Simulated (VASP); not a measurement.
# Al (Im-3m) in VASP: a series of runs

Al is run at these levels: PBEsol; tasks: single point.

Everything below comes from runs of VASP 6.6.1. Logs are shortened: lines on timing, memory, paths and dates and some standing lists are left out, and cuts for length are marked.

## Step 1: The cell of the first run

It takes space group Im-3m (No. 229, cubic). The conventional cell has a = 3.238 Å, b = 3.238 Å, c = 3.238 Å, α = 90.00°, β = 90.00°, γ = 90.00°. Within 3.7 Å of Al (site symmetry m-3m) lie 14 Al at 2.80 to 3.24 Å.

## Step 2: Single point, PBEsol

The input, INCAR:

```
SYSTEM = Al
ALGO = Normal ; EDIFF = 1E-7
ENCUT = 520 ; GGA = PS
ISIF = 2 ; ISMEAR = -1
LASPH = .True. ; LCHARG = .True.
LELF = .True. ; LREAL = .False.
LVHAR = .True. ; LWAVE = .False.
NBANDS = 8 ; NELM = 80
PREC = Accurate ; SIGMA = 0.1
```

The input, KPOINTS:

```
k-points
0
Gamma
  13 13 13
  0 0 0
```

The input, POSCAR:

```
Al
1.0
   -1.6190185095      1.6190185095      1.6190185095
    1.6190185095     -1.6190185095      1.6190185095
    1.6190185095      1.6190185095     -1.6190185095
Al
1
Direct
    0.0000000000      0.0000000000      0.0000000000
```

Potentials or basis: VASP PAW PBE potentials, release 64 (Al).

Launch:

```console
$ cat potpaw_PBE.64/Al/POTCAR > POTCAR
$ mpirun -np 1 vasp_std > vasp.out
```

OUTCAR:

```text
SYSTEM = Al
   EDIFF = 1E-7
   ENCUT = 520
   GGA = PS
   ISIF = 2
   ISMEAR = -1
   LASPH = .True.
   LREAL = .False.
   NELM = 80
   PREC = Accurate

 ion  position               nearest neighbor table
   1  0.000  0.000  0.000-

  LATTYP: Found a body centered cubic cell.
 ALAT       =     3.2380370190

  Lattice vectors:

 A1 = (  -1.6190185095,   1.6190185095,   1.6190185095)
 A2 = (   1.6190185095,  -1.6190185095,   1.6190185095)
 A3 = (   1.6190185095,   1.6190185095,  -1.6190185095)

Analysis of symmetry for initial positions (statically):
=====================================================================
 Subroutine PRICEL returns:
 Original cell was already a primitive cell.

 Routine SETGRP: Setting up the symmetry group for a
 body centered cubic supercell.

 Subroutine GETGRP returns: Found 48 space group operations
 (whereof 48 operations were pure point group operations)
 out of a pool of 48 trial point group operations.

The static configuration has the point symmetry O_h .

Analysis of symmetry for dynamics (positions and initial velocities):
=====================================================================
 Subroutine PRICEL returns:
 Original cell was already a primitive cell.

 Routine SETGRP: Setting up the symmetry group for a
 body centered cubic supercell.

 Subroutine GETGRP returns: Found 48 space group operations
 (whereof 48 operations were pure point group operations)
 out of a pool of 48 trial point group operations.

The dynamic configuration has the point symmetry O_h .

 Subroutine INISYM returns: Found 48 space group operations
 (whereof 48 operations are pure point group operations),
 and found     1 'primitive' translations

----------------------------------------------------------------------------------------

                                     Primitive cell

  volume of cell :      16.9752

  direct lattice vectors                    reciprocal lattice vectors
    -1.619018510  1.619018510  1.619018510     0.000000000  0.308829082  0.308829082
     1.619018510 -1.619018510  1.619018510     0.308829082  0.000000000  0.308829082
     1.619018510  1.619018510 -1.619018510     0.308829082  0.308829082  0.000000000

  length of vectors
     2.804222317  2.804222317  2.804222317     0.436750276  0.436750276  0.436750276

  position of ions in fractional coordinates (direct lattice)
     0.000000000  0.000000000  0.000000000

  ion indices of the primitive-cell ions
   primitive index   ion index
                 1           1

----------------------------------------------------------------------------------------

 KPOINTS: k-points

Automatic generation of k-mesh.
 Grid dimensions read from file:
 generate k-points for:   13   13   13

 Generating k-lattice:

  Cartesian coordinates                     Fractional coordinates (reciprocal lattice)
     0.000000000  0.023756083  0.023756083     0.076923077  0.000000000  0.000000000
     0.023756083  0.000000000  0.023756083     0.000000000  0.076923077  0.000000000
     0.023756083  0.023756083  0.000000000     0.000000000  0.000000000  0.076923077

  Length of vectors
     0.033596175  0.033596175  0.033596175

  Shift w.r.t. Gamma in fractional coordinates (k-lattice)
     0.000000000  0.000000000  0.000000000

 Subroutine IBZKPT returns following result:
 ===========================================

 Found     84 irreducible k-points:

 Following reciprocal coordinates:
            Coordinates               Weight
  0.000000  0.000000  0.000000      1.000000
  0.076923  0.000000  0.000000     12.000000
  0.153846  0.000000  0.000000     12.000000
  0.230769  0.000000  0.000000     12.000000
  0.307692  0.000000  0.000000     12.000000
  0.384615  0.000000  0.000000     12.000000
[... 16 lines left out ...]
  0.153846  0.076923  0.076923     24.000000
  0.230769  0.076923  0.076923     24.000000
 [... further k-points ...]
   k-points           NKPTS =     84   k-points in BZ     NKDIM =     84   number of bands    NBANDS=      8
   number of dos      NEDOS =    301   number of ions     NIONS =      1
   total plane-waves  NPLWV =  13824
   dimension x,y,z NGX =    24 NGY =   24 NGZ =   24
   dimension x,y,z NGXF=    48 NGYF=   48 NGZF=   48
   ions per type =               1
   NGX,Y,Z   is equivalent  to a cutoff of  14.23, 14.23, 14.23 a.u.
   NGXF,Y,Z  is equivalent  to a cutoff of  28.46, 28.46, 28.46 a.u.
 SYSTEM =  Al
   PREC   = accura    normal or accurate (medium, high low for compatibility)
   ISTART =      0    job   : 0-new  1-cont  2-samecut
   ICHARG =      2    charge: 1-file 2-atom 10-const
   ISPIN  =      1    spin polarized calculation?
   LNONCOLLINEAR =      F non collinear calculations
   LSORBIT =      F    spin-orbit coupling
   LASPH  =      T    aspherical Exc in radial PAW
   ENCUT  =  520.0 eV  38.22 Ry    6.18 a.u.   5.21  5.21  5.21*2*pi/ulx,y,z
   NELM   =     80;   NELMIN=  2; NELMDL= -5     # of ELM steps
   EDIFF  = 0.1E-06   stopping-criterion for ELM
   LREAL  =      F    real-space projection
   EDIFFG = 0.1E-05   stopping-criterion for IOM
   NSW    =      0    number of steps for IOM
   IBRION =     -1    ionic relax: 0-MD 1-quasi-New 2-CG
   NFREE  =      0    steps in history (QN), initial steepest desc. (CG)
   ISIF   =      2    stress and relaxation
   ISYM   =      2    0-nonsym 1-usesym 2-fastsym
   POTIM  = 0.5000    time-step for ionic-motion
   TEBEG  =    0.0;   TEEND  =   0.0 temperature during run
   PSTRESS=    0.0 pullay stress
   NELECT =       3.0000    total number of electrons
   NUPDOWN=      -1.0000    fix difference up-down
   EMIN   =  10.00;   EMAX   =-10.00  energy-range for DOS
   EFERMI =   0.00;   METHOD = LEGACY
   ISMEAR =    -1;   SIGMA  =   0.10  broadening in eV -4-tet -1-fermi 0-gaus
   EFERMI_NEDOS =   21; number of points for ismear=-14 and -15
   IALGO  =     38    algorithm
   IMIX   =      4    mixing-type and parameters
     AMIX     =   0.40;   BMIX     =  1.00
     AMIX_MAG =   1.60;   BMIX_MAG =  1.00
  volume/ion in A,a.u.               =      16.98       114.55
  Fermi-wavevector in a.u.,A,eV,Ry     =   0.918706  1.736103 11.483611  0.844022
  Thomas-Fermi vector in A             =   2.043818
   LORBIT       =      0    0 simple, 1 ext, 2 COOP (PROOUT), +10 PAW based schemes
   GGA     = PS    functional components
   LHFCALC =     F    Hartree Fock is set to
   AEXX    =    0.0000 exact exchange contribution
   IVDW    =     0    specifies the selected vdW correction
   LEPSILON=     F    determine dielectric tensor
   LRPA    =     F    only Hartree local field effects (RPA)
 non-spin polarized calculation
  energy-cutoff  :      520.00
  volume of cell :       16.98
 maximum number of plane-waves:       470
 NGX is ok and might be reduce to    24
   NGX = 11   NGY = 11   NGZ = 11

 number of electron       3.0000000 magnetization

 Free energy of the ion-electron system (eV)
  ---------------------------------------------------
  ext. energy  EPLUGINS =         0.00000000
  ---------------------------------------------------
  free energy    TOTEN  =        -3.99930629 eV

  energy without entropy =       -3.98539980  energy(sigma->0) =       -3.99235305

 E-fermi :   7.6683     XC(G=0): -10.1578

 val. band max:        7.6024084255   @ k =   0.2308   0.2308   0.1538
 cond. band min:       7.7029141947   @ k =  -0.3846   0.3846   0.1538
 fundamental gap:      0.1005057692
 Fermi energy:         7.6682511376

 k-point     1 :       0.0000    0.0000    0.0000
  band No.  band energies     occupation
      1      -3.2734      2.00000
      2      20.7293      0.00000
      3      20.7293      0.00000
      4      20.7293      0.00000
      5      21.9244      0.00000
      6      21.9244      0.00000
      7      21.9244      0.00000
      8      23.7246      0.00000

 k-point     2 :       0.0769    0.0000    0.0000
  band No.  band energies     occupation
      1      -3.1063      2.00000
      2      18.7732      0.00000
      3      19.5934      0.00000
      4      20.0895      0.00000
      5      21.3299      0.00000
      6      22.4712      0.00000
      7      22.8384      0.00000
      8      23.3389      0.00000

 k-point     3 :       0.1538    0.0000    0.0000
  band No.  band energies     occupation
      1      -2.6063      2.00000
      2      15.7036      0.00000
      3      18.2850      0.00000
      4      18.8852      0.00000
      5      20.2039      0.00000
      6      21.3944      0.00000
      7      23.7179      0.00000
      8      24.0596      0.00000

 k-point     4 :       0.2308    0.0000    0.0000
  band No.  band energies     occupation
      1      -1.7766      2.00000
      2      12.6203      0.00000
      3      17.2224      0.00000
      4      17.7380      0.00000
      5      19.1451      0.00000
      6      20.4565      0.00000
      7      24.6894      0.00000
      8      24.7534      0.00000

 k-point     5 :       0.3077    0.0000    0.0000
  band No.  band energies     occupation
      1      -0.6230      2.00000
      2       9.7295      0.00000
      3      16.4252      0.00000
      4      16.8257      0.00000
      5      18.3116      0.00000
      6      19.6905      0.00000
      7      25.5810      0.00000
      8      25.9995      0.00000

 k-point     6 :       0.3846    0.0000    0.0000
  band No.  band energies     occupation
      1       0.8468      2.00000
      2       7.0895      1.99389
      3      15.8949      0.00000
      4      16.2023      0.00000
      5      17.7455      0.00000
      6      19.1465      0.00000
      7      26.6817      0.00000
      8      27.4508      0.00000

 k-point     7 :       0.4615    0.0000    0.0000
  band No.  band energies     occupation
      1       2.6164      2.00000
      2       4.7323      2.00000
      3      15.6303      0.00000
      4      15.8871      0.00000
      5      17.4603      0.00000
      6      18.8645      0.00000
      7      27.7659      0.00000
      8      28.8775      0.00000

 k-point     8 :       0.0769    0.0769    0.0000
  band No.  band energies     occupation
      1      -2.7727      2.00000
      2      17.2881      0.00000
      3      17.3740      0.00000
      4      19.0501      0.00000
      5      21.4372      0.00000
      6      21.8274      0.00000
      7      23.2976      0.00000
      8      23.8482      0.00000

 k-point     9 :       0.1538    0.0769   -0.0000
  band No.  band energies     occupation
      1      -2.1079      2.00000
      2      14.2417      0.00000
      3      16.0687      0.00000
      4      17.8956      0.00000
      5      20.5616      0.00000
      6      21.6888      0.00000
      7      23.3765      0.00000
      8      25.2272      0.00000

 k-point    10 :       0.2308    0.0769    0.0000
  band No.  band energies     occupation
      1      -1.1163      2.00000
      2      11.2547      0.00000
      3      15.0533      0.00000
      4      16.9311      0.00000
      5      19.6173      0.00000
      6      21.3094      0.00000
      7      23.8528      0.00000
      8      26.6304      0.00000
[... 78 lines left out ...]
 k-point    18 :       0.2308    0.2308    0.0000
  band No.  band energies     occupation
      1       1.1715      2.00000
      2       9.1524      0.00000
      3       9.7094      0.00000
      4      15.3800      0.00000
      5      21.3732      0.00000
      6      21.7016      0.00000
      7      26.6665      0.00000
      8      26.9614      0.00000

 k-point    19 :       0.3077    0.2308    0.0000
  band No.  band energies     occupation
      1       2.7811      2.00000
      2       6.9098      1.99898
      3       9.0106      0.00000
      4      14.9557      0.00000
      5      21.1420      0.00000
      6      22.8983      0.00000
      7      25.8004      0.00000
      8      27.8865      0.00000

 k-point    20 :       0.3846    0.2308    0.0000
  band No.  band energies     occupation
      1       4.4928      2.00000
      2       4.9198      2.00000
      3       8.8430      0.00002
      4      14.8125      0.00000
      5      21.0143      0.00000
      6      24.1568      0.00000
      7      24.6506      0.00000
      8      27.7841      0.00000

 k-point    21 :       0.3077    0.3077    0.0000
  band No.  band energies     occupation
      1       4.5129      2.00000
      2       6.3571      2.00000
      3       6.9427      1.99859
      4      14.6746      0.00000
      5      22.5750      0.00000
      6      22.8323      0.00000
      7      24.4358      0.00000
      8      29.7258      0.00000

 k-point    22 :       0.0769    0.0769    0.0769
  band No.  band energies     occupation
      1      -2.2739      2.00000
      2      15.9023      0.00000
      3      15.9023      0.00000
      4      16.2051      0.00000
      5      23.0778      0.00000
      6      23.0778      0.00000
      7      23.5504      0.00000
      8      23.5504      0.00000

 k-point    23 :       0.1538    0.0769    0.0769
  band No.  band energies     occupation
      1      -1.4461      2.00000
      2      12.9031      0.00000
      3      14.7088      0.00000
      4      15.0501      0.00000
      5      22.4865      0.00000
      6      22.8825      0.00000
      7      24.6234      0.00000
      8      24.7646      0.00000

 k-point    24 :       0.2308    0.0769    0.0769
  band No.  band energies     occupation
      1      -0.2950      2.00000
      2      10.0289      0.00000
      3      13.7929      0.00000
      4      14.2062      0.00000
      5      21.8061      0.00000
      6      22.2556      0.00000
      7      25.7842      0.00000
      8      26.0869      0.00000

 [... further k-points ...]

------------------------ aborting loop because EDIFF is reached ----------------------------------------

  FORCE on cell =-STRESS in cart. coord.  units (eV):
  Direction    XX          YY          ZZ          XY          YZ          ZX
  --------------------------------------------------------------------------------------
  -------------------------------------------------------------------------------------
  Total       -0.1956369     -0.1956369     -0.1956369      0.0000000     -0.0000000      0.0000000
  in kB      -18.4648581    -18.4648581    -18.4648581      0.0000000     -0.0000000      0.0000000
  external PRESSURE =     -18.4648581 kB  Pullay stress =       0.0000000 kB

 VOLUME and BASIS-vectors are now :
 -----------------------------------------------------------------------------
  energy-cutoff  :      520.00
  volume of cell :       16.98
      direct lattice vectors                 reciprocal lattice vectors
    -1.619018510  1.619018510  1.619018510     0.000000000  0.308829082  0.308829082
     1.619018510 -1.619018510  1.619018510     0.308829082  0.000000000  0.308829082
     1.619018510  1.619018510 -1.619018510     0.308829082  0.308829082  0.000000000

 POSITION                                       TOTAL-FORCE (eV/Angst)
 -----------------------------------------------------------------------------------
      0.00000      0.00000      0.00000        -0.000000      0.000000     -0.000000
 -----------------------------------------------------------------------------------
    total drift:                                0.000000     -0.000000     -0.000000

  FREE ENERGIE OF THE ION-ELECTRON SYSTEM (eV)
  ---------------------------------------------------
  free  energy   TOTEN  =        -3.9993062890 eV

  energy  without entropy=       -3.9853998011  energy(sigma->0) =       -3.99235305
```

Run time: 5.1 s. Hardware: 1 thread of Intel Xeon Platinum 8488C (Sapphire Rapids), shared host; peak memory 0.13 GiB.

Results:

- Free energy: -3.9993 eV
- Pressure: -1.8 GPa

Levels at points of the mesh, in eV from the Fermi level:
```tsv
k point	band 1	band 2	band 3	band 4
(0.00, 0.00, 0.00)	-10.94	13.06	13.06	13.06
```

Caveat: the PAW data sets were made with another functional, which shifts forces and pressure a little.

(Part 1 of 2 ends here.)
